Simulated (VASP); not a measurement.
# C (R-3m) in VASP: vibrations by perturbation theory with PBEsol

Aim: the vibrations by perturbation theory of C with PBEsol.

All numbers are computed with VASP 6.6.1; they aren't measurements. Logs are shortened: lines on timing, memory, paths and dates and some standing lists are left out, and cuts for length are marked.

## Step 1: The cell of the first run

The structure is trigonal, space group R-3m (No. 166). Conventional cell: a = 2.453 Å, b = 2.453 Å, c = 9.647 Å, α = 90.00°, β = 90.00°, γ = 120.00°. C (site symmetry 3m) has 3 C at 1.42 Å within 1.9 Å.

## Step 2: Vibrations by perturbation theory, PBEsol

The input, INCAR:

```
PREC     = Accurate       # precision mode
ENCUT    = 520            # plane-wave cutoff, eV
EDIFF    = 1E-8           # SCF threshold, eV
ISMEAR   = 0              # smearing method
SIGMA    = 0.01           # smearing width, eV
LREAL    = F              # projectors in reciprocal space
LASPH    = T              # aspherical terms in the spheres
NELM     = 60             # most SCF steps
ALGO     = Normal         # electronic algorithm
ISIF     = 2              # what is computed and relaxed
LWAVE    = F              # write WAVECAR
LCHARG   = F              # write CHGCAR
GGA      = PS             # functional
ISYM     = 0            
IBRION   = 8              # ionic algorithm
NSW      = 1              # ionic steps
LEPSILON = T              # dielectric tensor by DFPT
KPAR     = 4
```

The input, KPOINTS:

```
Automatic mesh
0
Gamma
  18 18 16
```

The input, POSCAR:

```
C
1.0
    2.1241625556     -1.2263996918     -0.0116898006
    2.1241625556      1.2263996918     -0.0116898006
   -1.3984256435      0.0000000000      3.2234403064
C
2
Direct
    0.8334236879      0.8334236879      0.0002699056
    0.1665763121      0.1665763121      0.9997300944
```

Potentials or basis: VASP PAW PBE potentials, release 64 (C).

The run is started by

```
> cat potpaw_PBE.64/C/POTCAR > POTCAR
> mpirun -np 4 vasp_std > vasp.out
```

OUTCAR:

```text
PREC = Accurate
   ENCUT = 520
   EDIFF = 1E-8
   ISMEAR = 0
   LREAL = F
   LASPH = T
   NELM = 60
   ISIF = 2
   GGA = PS
   ISYM = 0
   IBRION = 8
   NSW = 1
   LEPSILON = T

 ion  position               nearest neighbor table
   1  0.833  0.833  0.000-   2 1.42   2 1.42   2 1.42
   2  0.167  0.167  1.000-   1 1.42   1 1.42   1 1.42

IMPORTANT INFORMATION: All symmetrisations will be switched off!
NOSYMM: (Re-)initialisation of all symmetry stuff for point group C_1.

----------------------------------------------------------------------------------------

                                     Primitive cell

  volume of cell :      16.7545

  direct lattice vectors                    reciprocal lattice vectors
     2.124162556 -1.226399692 -0.011689801     0.235950207 -0.407697428  0.102362318
     2.124162556  1.226399692 -0.011689801     0.235950207  0.407697428  0.102362318
    -1.398425643  0.000000000  3.223440306     0.001711346  0.000000000  0.310969987

  length of vectors
     2.452806437  2.452806437  3.513710530     0.482045368  0.482045368  0.310974696

  position of ions in fractional coordinates (direct lattice)
     0.833423688  0.833423688  0.000269906
     0.166576312  0.166576312  0.999730094

  ion indices of the primitive-cell ions
   primitive index   ion index
                 1           1
                 2           2

----------------------------------------------------------------------------------------

 KPOINTS: Automatic mesh

Automatic generation of k-mesh.
 Grid dimensions read from file:
 generate k-points for:   18   18   16

 Generating k-lattice:

  Cartesian coordinates                     Fractional coordinates (reciprocal lattice)
     0.013108345 -0.022649857  0.005686795     0.055555556  0.000000000  0.000000000
     0.013108345  0.022649857  0.005686795     0.000000000  0.055555556  0.000000000
     0.000106959  0.000000000  0.019435624    -0.000000000 -0.000000000  0.062500000

  Length of vectors
     0.026780298  0.026780298  0.019435918

  Shift w.r.t. Gamma in fractional coordinates (k-lattice)
     0.000000000  0.000000000  0.000000000

 -----------------------------------------------------------------------------
|                                                                             |
|           W    W    AA    RRRRR   N    N  II  N    N   GGGG   !!!           |
|           W    W   A  A   R    R  NN   N  II  NN   N  G    G  !!!           |
|           W    W  A    A  R    R  N N  N  II  N N  N  G       !!!           |
|           W WW W  AAAAAA  RRRRR   N  N N  II  N  N N  G  GGG   !            |
|           WW  WW  A    A  R   R   N   NN  II  N   NN  G    G                |
|           W    W  A    A  R    R  N    N  II  N    N   GGGG   !!!           |
|                                                                             |
|     Your reciprocal lattice and k-lattice belong to different lattice       |
|     classes:                                                                |
|                                                                             |
|        The reciprocal lattice is rhombohedral (trigonal),                   |
|        whereas your k-lattice is base-centered monoclinic.                  |
|                                                                             |
|     Results are often still useful ...                                      |
|                                                                             |
 -----------------------------------------------------------------------------

 WARNING: IBZKPT: internal override: KBLOWUP is changed to .FALSE.
[... 413 lines left out ...]
--------------------------------------- Ionic step        2  -------------------------------------------

------------------------ aborting loop because EDIFF is reached ----------------------------------------

--------------------------------------- Ionic step        3  -------------------------------------------

------------------------ aborting loop because EDIFF is reached ----------------------------------------

 PIEZOELECTRIC TENSOR FIELD DIRECTION 3  (e Angst)
 -----------------------------------------------------------------------------
    -0.00991 -0.00063  0.00086           ( -0.00000  0.00000  0.00000)
    -0.00063  0.01003  0.00029           (  0.00000 -0.00000 -0.00000)
     0.00086  0.00029 -0.00076           (  0.00000 -0.00000 -0.00000)

 PIEZOELECTRIC TENSOR FIELD DIRECTION 3  (C/m^2)
 -----------------------------------------------------------------------------
    -0.00947 -0.00061  0.00082
    -0.00061  0.00960  0.00027
     0.00082  0.00027 -0.00072

--------------------------------------- Ionic step        4  -------------------------------------------
[... 17 lines left out ...]
------------------------ aborting loop because EDIFF is reached ----------------------------------------

--------------------------------------- Ionic step        9  -------------------------------------------

 Free energy of the ion-electron system (eV)
  ---------------------------------------------------
  ---------------------------------------------------
  free energy    TOTEN  =        -0.12149876 eV

  energy without entropy =       -0.12149876

------------------------ aborting loop because EDIFF is reached ----------------------------------------

 INTERNAL STRAIN TENSOR  FOR ION    2  DIRECTION 3   (eV/Angst):
 -----------------------------------------------------------------------------
     0.09443 -0.03137 -0.01723
     0.01290 -0.27591 -0.00095
     0.01445  0.00124  0.34732

 MACROSCOPIC STATIC DIELECTRIC TENSOR (including local field effects in DFT)
 ------------------------------------------------------
          23.425570    -0.000001    -0.104584
          -0.000000    23.419079    -0.000001
          -0.104584    -0.000001     4.464677
 ------------------------------------------------------

 PIEZOELECTRIC TENSOR (including local field effects)  for field in x, y, z        (e  Angst)
          XX          YY          ZZ          XY          YZ          ZX
  --------------------------------------------------------------------------------
  x    -0.00773     0.00126     0.01013     0.00729    -0.00039    -0.00593
  y     0.00388    -0.00346    -0.00063    -0.00443     0.00590    -0.00025
  z    -0.00991     0.01003    -0.00076    -0.00063     0.00029     0.00086

 PIEZOELECTRIC TENSOR (including local field effects)  for field in x, y, z        (C/m^2)
          XX          YY          ZZ          XY          YZ          ZX
  --------------------------------------------------------------------------------
  x    -0.00739     0.00120     0.00968     0.00697    -0.00038    -0.00567
  y     0.00371    -0.00331    -0.00060    -0.00424     0.00564    -0.00024
  z    -0.00947     0.00960    -0.00072    -0.00061     0.00027     0.00082

 BORN EFFECTIVE CHARGES (including local field effects) (in |e|, cummulative output)
 ---------------------------------------------------------------------------------
 ion    1
    1     0.00117     0.00694    -0.00229
    2    -0.00365    -0.00157     0.00010
    3     0.00978    -0.00040     0.00009
 ion    2
    1    -0.00117    -0.00694     0.00229
    2     0.00365     0.00157    -0.00010
    3    -0.00978     0.00040    -0.00009

 INTERNAL STRAIN TENSOR FOR ION    2 for displacements in x,y,z  (eV/Angst):
          X           Y           Z          XY          YZ          ZX
  --------------------------------------------------------------------------------
  x   -13.62936    13.63194    -0.00370    -0.00130     0.00003     0.10458
  y    -0.00026    -0.00007     0.00009    14.04729    -0.03756     0.00004
  z     0.09443    -0.27591     0.34732     0.01290     0.00124    -0.01723

 SECOND DERIVATIVES (NOT SYMMETRIZED)
 ------------------------------------
               1X          1Y          1Z          2X          2Y          2Z
  1X   -56.544434   -0.001178    0.222093   56.544434    0.001178   -0.222093
  1Y     0.000191  -56.553476    0.000017   -0.000191   56.553476   -0.000017
  1Z     0.221236    0.000006  -16.406789   -0.221236   -0.000006   16.406789
  2X    56.546305   -0.001185   -0.221555  -56.546305    0.001185    0.221555
  2Y     0.000201   56.551641   -0.000033   -0.000201  -56.551641    0.000033
  2Z    -0.221840    0.000015   16.405211    0.221840   -0.000015  -16.405211

 Eigenvectors and eigenvalues of the dynamical matrix
 ----------------------------------------------------

   1 f  =   47.973596 THz   301.426991 2PiTHz 1600.226900 cm-1   198.402760 meV
             X         Y         Z           dx          dy          dz
      3.540277  0.000000 -0.018615    -0.000124   -0.707113    0.000001
     -0.690378  0.000000  3.218676     0.000109    0.707101   -0.000001
[... 21 lines left out ...]
   6 f/i=    0.000826 THz     0.005191 2PiTHz    0.027560 cm-1     0.003417 meV
             X         Y         Z           dx          dy          dz
      3.540277  0.000000 -0.018615    -0.548360   -0.243501    0.374167
     -0.690378  0.000000  3.218676    -0.548348   -0.243516    0.374195

--------------------------------------------------------------------------------------------------------

 MACROSCOPIC STATIC DIELECTRIC TENSOR IONIC CONTRIBUTION
 ------------------------------------------------------
           0.000013    -0.000003     0.000001
          -0.000003     0.000003    -0.000007
           0.000001    -0.000007     0.000018
 ------------------------------------------------------

 ELASTIC MODULI CONTR FROM IONIC RELAXATION (kBar)
 Direction    XX          YY          ZZ          XY          YZ          ZX
 --------------------------------------------------------------------------------
 XX        -314.1858    314.2310     -0.0440     -0.0016     -0.0005      2.4059
 YY         314.2310   -314.4633      0.3983      0.0141      0.0020     -2.4166
 ZZ          -0.0440      0.3983     -0.6707     -0.0245     -0.0028      0.0199
 XY          -0.0016      0.0141     -0.0245   -333.6734      0.8292     -0.0004
 YZ          -0.0005      0.0020     -0.0028      0.8292     -0.0021      0.0001
 ZX           2.4059     -2.4166      0.0199     -0.0004      0.0001     -0.0190
 --------------------------------------------------------------------------------

 PIEZOELECTRIC TENSOR IONIC CONTR  for field in x, y, z        (C/m^2)
          XX          YY          ZZ          XY          YZ          ZX
  --------------------------------------------------------------------------------
  x     0.00028    -0.00030     0.00005    -0.00165     0.00000    -0.00000
  y    -0.00084     0.00084    -0.00000     0.00037    -0.00000     0.00001
  z     0.00225    -0.00225    -0.00000     0.00010    -0.00000    -0.00002
```

It took 40 min on 4 MPI ranks of Oxide Virtual Turin-like, shared host; peak memory 0.95 GiB.

What came out:

```
Electronic dielectric tensor (diagonal) : 23.43, 23.42, 4.46
Born charges (mean of the diagonal)     : C -0.00, +0.00 e
Highest phonon frequency at Γ           : 1600 cm⁻¹
```

Phonon frequencies in cm⁻¹ (negative: imaginary):
```tsv
q point	frequencies
(0.000, 0.000, 0.000)	0 0 0 862 1600 1600
```

Electronic dielectric tensor:
```
23.43  0.00 -0.10
 0.00 23.42  0.00
-0.10  0.00  4.46
```

Born effective charge tensors (e):
atom 1, C
```
0.00 0.01 0.00
0.00 0.00 0.00
0.01 0.00 0.00
```
atom 2, C
```
 0.00 -0.01  0.00
 0.00  0.00  0.00
-0.01  0.00  0.00
```

Caveat: the cell stands under pressure or tension, which shifts response properties.
